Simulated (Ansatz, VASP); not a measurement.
**Two plane-wave programs on Te2Mo**

Contents of INCAR:

```
SYSTEM = Te2Mo
ALGO = Normal
EDIFF = 1E-6
ENCUT = 520
GGA = CA
ISIF = 2
ISMEAR = 0
LASPH = .True.
LCHARG = .True.
LELF = .True.
LREAL = .False.
LVHAR = .True.
LWAVE = .False.
NBANDS = 20
NELM = 80
PREC = Accurate
SIGMA = 0.05
```

Contents of KPOINTS:

```
k-points
0
Gamma
  12 12 2
  0 0 0
```

POSCAR

```
Te2Mo
1.0
    3.5602328140      0.0000000000      0.0000000000
   -1.7801164070      3.0832520603      0.0000000000
    0.0000000000      0.0000000000     17.5240578200
Te Mo
2 1
Direct
    0.3333333333      0.6666666667      0.8978554500
    0.3333333333      0.6666666667      0.1021445500
    0.0486499310      0.0972998620      0.0000000000
```

Input for Ansatz:

```yaml
crystal:
  lattice:
    - [3.560232814, 0.0, 0.0]
    - [-1.780116407, 3.0832520603, 0.0]
    - [0.0, 0.0, 17.52405782]
  atoms:
    - { symbol: Te, position: [0.3333333333, 0.6666666667, 0.89785545] }
    - { symbol: Te, position: [0.3333333333, 0.6666666667, 0.10214455] }
    - { symbol: Mo, position: [0.048649931, 0.097299862, 0.0] }
basis:
  ecutwfc: 420
kpoints:
  mp_grid: { grid: [12, 12, 2] }
hamiltonian:
  xc: lda
scf:
  occupations: { method: gaussian, width: 0.05 }
output:
  forces: true
  stress: true
  eigenvalues: true
  write_density: true
  write_potential: true
  elf: true
  volumetric_format: npy
```

Alike in both runs: task single point; functional LDA; k mesh 12 × 12 × 2; occupations gaussian, width 0.05 eV; no spin polarisation.

|  | VASP | Ansatz |
| --- | --- | --- |
| version | VASP 6.6.1 | Ansatz 0.2.0 |
| potentials or method | VASP PAW LDA potentials, release 64 (Te, Mo_sv), cutoff 520 eV | scalar-relativistic, plane waves, PAW |
| valence electrons in the cell | 26 | 46 |

|  | VASP | Ansatz | Ansatz less VASP |
| --- | --- | --- | --- |
| gap on the k mesh at the Fermi level (eV) | 0.75 | 0.76 | +0.008 |
| least direct gap on the mesh (eV) | 1.00 | 1.00 | 0.000 |
| rms of the force components (eV/Å) | 1.782 | 1.776 | -0.0061 |

LDA's correlation is that of Perdew and Zunger in VASP and of Perdew and Wang (1992) in Ansatz. Atom by atom the forces differ by 0.024 eV/Å (rms over components). VASP's potentials hold 26 valence electrons a cell and Ansatz's 46, so a difference there can come from the potentials and not from the codes. Ansatz's warnings: xc potential rough in thin density.

Neither program's run includes spin-orbit coupling.
